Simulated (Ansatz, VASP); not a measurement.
## Two plane-wave programs on ZnS

Contents of POSCAR:

```
ZnS
1.0
    0.0000000000      2.6940857896      2.6940857896
    2.6940857896      0.0000000000      2.6940857896
    2.6940857896      2.6940857896      0.0000000000
Zn S
1 1
Direct
    0.0000000000      0.0000000000      0.0000000000
    0.2500000000      0.2500000000      0.2500000000
```

Contents of INCAR.step1:

```
SYSTEM = ZnS
  PREC = Accurate
  ENCUT = 520
  EDIFF = 1E-5
  ISMEAR = 0
  SIGMA = 0.01
  LREAL = .False.
  LASPH = .True.
  NELM = 100
  ALGO = Normal
  ISIF = 2
  LWAVE = .True.
  NBANDS = 16
  GGA = PE
```

Contents of INCAR.step2:

```
SYSTEM = ZnS
  PREC = Accurate
  ENCUT = 520
  EDIFF = 1E-6
  ISMEAR = 0
  SIGMA = 0.01
  LREAL = .False.
  LASPH = .True.
  NELM = 100
  ALGO = Normal
  ISIF = 2
  LWAVE = .False.
  LCHARG = .True.
  GGA = PE
  LHFCALC = .True.
  AEXX = 1.0
  ALDAC = 0.0
  AGGAC = 0.0
  PRECFOCK = Normal
  LELF = .True.
  LVHAR = .True.
  NBANDS = 16
  ISTART = 1
```

Contents of KPOINTS:

```
Automatic mesh
0
Gamma
  6 6 6
  0 0 0
```

Input for Ansatz:

```yaml
crystal:
  lattice:
    - [0.0, 2.6940857896, 2.6940857896]
    - [2.6940857896, 0.0, 2.6940857896]
    - [2.6940857896, 2.6940857896, 0.0]
  atoms:
    - { symbol: Zn, position: [0.0, 0.0, 0.0] }
    - { symbol: S, position: [0.25, 0.25, 0.25] }
kpoints:
  mp_grid: { grid: [6, 6, 6] }
  band_path:
    path:
      - [0.0, 0.0, 0.0]
      - [-0.5, -0.5, 0.0]
      - [-0.375, -0.375, 0.25]
      - [-0.375, 0.0, 0.375]
      - [0.0, 0.0, 0.5]
      - [-0.5, -0.25, 0.25]
    npoints: 1
hamiltonian:
  xc: hf
scf:
  occupations: { method: fixed }
  n_extra_bands: 4
output:
  forces: true
  stress: true
  eigenvalues: true
  write_density: true
  write_potential: true
  elf: true
  volumetric_format: npy
```

Alike in both runs: task single point; functional HF; k mesh 6 × 6 × 6; no spin polarisation.

```csv
,VASP,Ansatz
version,VASP 6.6.1,Ansatz 0.2.0
potentials or method,"VASP PAW PBE potentials, release 64 (Zn, S)","plane waves, PAW"
plane-wave cutoff (eV),520,420
occupations,"gaussian, width 0.01 eV",fixed
valence electrons in the cell,18,18
```

VASP gave:

- gap on the k mesh at the Fermi level (eV): 10.29
- pressure (GPa): 9.0

Q: Which values does Ansatz return?

A: gap on the k mesh at the Fermi level (eV): 10.28; pressure (GPa): 9.4.

VASP's potentials were made for PBE, not for HF. Ansatz's warnings: stress exchange threshold loose, stress scf threshold loose.
